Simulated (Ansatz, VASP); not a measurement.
One calculation of GaGe3, two programs

The input INCAR:

```
ALGO = Normal ; EDIFF = 1E-6
ENCUT = 520 ; GGA = PE
ISIF = 2 ; ISMEAR = -1
LASPH = True ; LCHARG = False
LREAL = False ; LWAVE = False
NBANDS = 36 ; NELM = 100
PREC = Accurate ; SIGMA = 0.05
```

The input KPOINTS:

```
k-points
0
Gamma
  4 4 4
```

Contents of POSCAR:

```
GaGe3
1.0
    0.0000000000      3.3871670000      3.3871670000
    3.3871670000      0.0000000000      3.3871670000
    3.3871670000      3.3871670000      0.0000000000
Ge Ga
3 1
Direct
    0.5000000000      0.5000000000      0.5000000000
    0.7500000000      0.7500000000      0.7500000000
    0.2500000000      0.2500000000      0.2500000000
    0.0000000000      0.0000000000      0.0000000000
```

Contents of input.yaml:

```yaml
crystal:
  lattice:
    - [0.0, 3.387167, 3.387167]
    - [3.387167, 0.0, 3.387167]
    - [3.387167, 3.387167, 0.0]
  atoms:
    - { symbol: Ge, position: [0.5, 0.5, 0.5] }
    - { symbol: Ge, position: [0.75, 0.75, 0.75] }
    - { symbol: Ge, position: [0.25, 0.25, 0.25] }
    - { symbol: Ga, position: [0.0, 0.0, 0.0] }
hamiltonian:
  xc: pbe
  pseudopotentials: { kind: paw }
kpoints:
  mp_grid: { grid: [4, 4, 4] }
scf:
  occupations: { method: fermi_dirac, width: 0.05 }
  n_extra_bands: 10
output:
  forces: true
  stress: true
  eigenvalues: true
  dos: { projected: true, de: 0.05, nscf_kmesh: { grid: [6, 6, 6] } }
```

Alike in both runs: functional PBE; k mesh 4 × 4 × 4; occupations fermi-dirac, width 0.05 eV; no spin polarisation.

|  | VASP | Ansatz |
| --- | --- | --- |
| version | VASP 6.6.1 | Ansatz 0.2.0 |
| potentials or method | VASP PAW PBE potentials, release 64 (Ge_d, Ga_d) | Ansatz PAW |
| plane-wave cutoff (eV) | 520 | 420 |
| valence electrons in the cell | 55 | 55 |
| task | single point | projected density of states |

```csv
,VASP,Ansatz,Ansatz less VASP
gap on the k mesh at the Fermi level (eV),none,none,-
pressure (GPa),0.4,0.3,-0.10
```

A gap of «none» marks a metal or a gap that the smearing closes.

The k mesh is coarse, so the values compare programs but aren't converged.
